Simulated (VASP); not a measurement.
Input of a VASP 6.6.1 run:

Contents of POSCAR:

```
Ta
1.0
   -1.7833824000      1.7833824000      1.6512800000
    1.7833824000     -1.7833824000      1.6512800000
    1.7833824000      1.7833824000     -1.6512800000
Ta
1
Direct
    0.0000000000      0.0000000000      0.0000000000
```

INCAR.step1

```
ALGO = Normal ; EDIFF = 1E-4
ENCUT = 520 ; GGA = PE
ISMEAR = 0 ; LASPH = True
LCHARG = False ; LREAL = False
LWAVE = True ; NBANDS = 12
NELM = 60 ; PREC = Accurate
SIGMA = 0.15
```

Contents of INCAR.step2:

```
ALGO = Normal ; EDIFF = 1E-6
ENCUT = 520 ; ISIF = 2
ISMEAR = 0 ; ISTART = 1
LASPH = True ; LCHARG = True
LELF = True ; LMIXTAU = True
LREAL = False ; LVHAR = True
LWAVE = False ; METAGGA = R2SCAN
NBANDS = 12 ; NELM = 60
PREC = Accurate ; SIGMA = 0.15
```

File KPOINTS:

```
k-points
0
Gamma
  20 20 20
```

Potentials or basis: VASP PAW PBE potentials, release 64 (Ta_pv).

Launch:

```sh
$ cat potpaw_PBE.64/Ta_pv/POTCAR > POTCAR
$ cp INCAR.step1 INCAR
$ mpirun -np 1 vasp_std > vasp.out
$ cp INCAR.step2 INCAR
$ mpirun -np 1 vasp_std > vasp.out
```

Problem. Estimate the pressure.

Solution. -22.4 GPa.

Problem. Predict the band gap on the k mesh.

Solution. Zero (an odd number of electrons rules out a gap without spin polarisation).

Stress tensor (GPa, compression positive):
```
-23.55   0.00   0.00
  0.00 -23.55   0.00
  0.00   0.00 -20.19
```

Caveat: the cell differs from its parent crystal (strain +0.080 along x and y, +0.000 along z); the cell stands under tension; the PAW data sets were made with another functional, which shifts forces and pressure a little; spin-orbit coupling is left out, which moves the levels of the heavy elements.
